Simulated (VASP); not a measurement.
Input of a VASP 6.6.1 run:

The input POSCAR:

```
NaF
1.0
    0.0000000000      2.2971262883      2.2971262883
    2.2971262883      0.0000000000      2.2971262883
    2.2971262883      2.2971262883      0.0000000000
Na F
1 1
Direct
    0.0000000000      0.0000000000      0.0000000000
    0.5000000000      0.5000000000      0.5000000000
```

File INCAR.step1:

```
ALGO     = Normal         # electronic algorithm
EDIFF    = 1E-4           # SCF threshold, eV
ENCUT    = 520            # plane-wave cutoff, eV
GGA      = PE             # functional
ISMEAR   = 0              # smearing method
LASPH    = True           # aspherical terms in the spheres
LCHARG   = False          # write CHGCAR
LREAL    = False          # projectors in reciprocal space
LWAVE    = True           # write WAVECAR
NBANDS   = 14             # bands
NELM     = 100            # most SCF steps
PREC     = Accurate       # precision mode
SIGMA    = 0.01           # smearing width, eV
```

The input INCAR.step2:

```
ALGO     = Normal         # electronic algorithm
EDIFF    = 1E-7           # SCF threshold, eV
ENCUT    = 520            # plane-wave cutoff, eV
ISIF     = 2              # what is computed and relaxed
ISMEAR   = 0              # smearing method
ISTART   = 1            
LASPH    = True           # aspherical terms in the spheres
LCHARG   = False          # write CHGCAR
LMIXTAU  = True         
LREAL    = False          # projectors in reciprocal space
LWAVE    = False          # write WAVECAR
METAGGA  = R2SCAN         # meta-GGA
NBANDS   = 14             # bands
NELM     = 100            # most SCF steps
PREC     = Accurate       # precision mode
SIGMA    = 0.01           # smearing width, eV
```

KPOINTS

```
k-points
0
Gamma
  8 8 8
```

Potentials or basis: VASP PAW PBE potentials, release 64 (Na_pv, F).

Run with:

```console
$ cat potpaw_PBE.64/Na_pv/POTCAR potpaw_PBE.64/F/POTCAR > POTCAR
$ cp INCAR.step1 INCAR
$ mpirun -np 1 vasp_std > vasp.out
$ cp INCAR.step2 INCAR
$ mpirun -np 1 vasp_std > vasp.out
```

(1) Estimate the band gap on the k mesh.

(2) What does it give for the pressure?

Results:

(1) 7.32 eV.

(2) -0.9 GPa.

Caveat: the PAW data sets were made with another functional, which shifts forces and pressure a little.
